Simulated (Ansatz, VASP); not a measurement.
## NaCl in VASP and in Ansatz

```
Na Cl
1.0
     0.00000    2.84817    2.84817
     2.84817    0.00000    2.84817
     2.84817    2.84817    0.00000
Na Cl
1 1
Direct
  0.50000 0.50000 0.50000
  0.00000 0.00000 0.00000
```

Change from the starting cell: the structure that the rattled cell fell into.

Alike in both runs: task single point; functional PBE; k mesh 6 × 6 × 6; occupations gaussian, width 0.1 eV; no spin polarisation.

|  | VASP | Ansatz |
| --- | --- | --- |
| version | VASP 6.6.1 | Ansatz 0.2.0 |
| potentials or method | VASP PAW PBE potentials, release 64 (Na_pv, Cl), cutoff 520 eV | scalar-relativistic, plane waves, PAW |
| valence electrons in the cell | 14 | 16 |

|  | VASP | Ansatz | Ansatz less VASP |
| --- | --- | --- | --- |
| gap on the k mesh at the Fermi level (eV) | 4.99 | 4.99 | 0.000 |
| least direct gap on the mesh (eV) | 4.99 | 4.99 | 0.000 |
| pressure (GPa) | 0.0 | 0.0 | +0.03 |

VASP's potentials hold 14 valence electrons a cell and Ansatz's 16, so a difference there can come from the potentials and not from the codes.
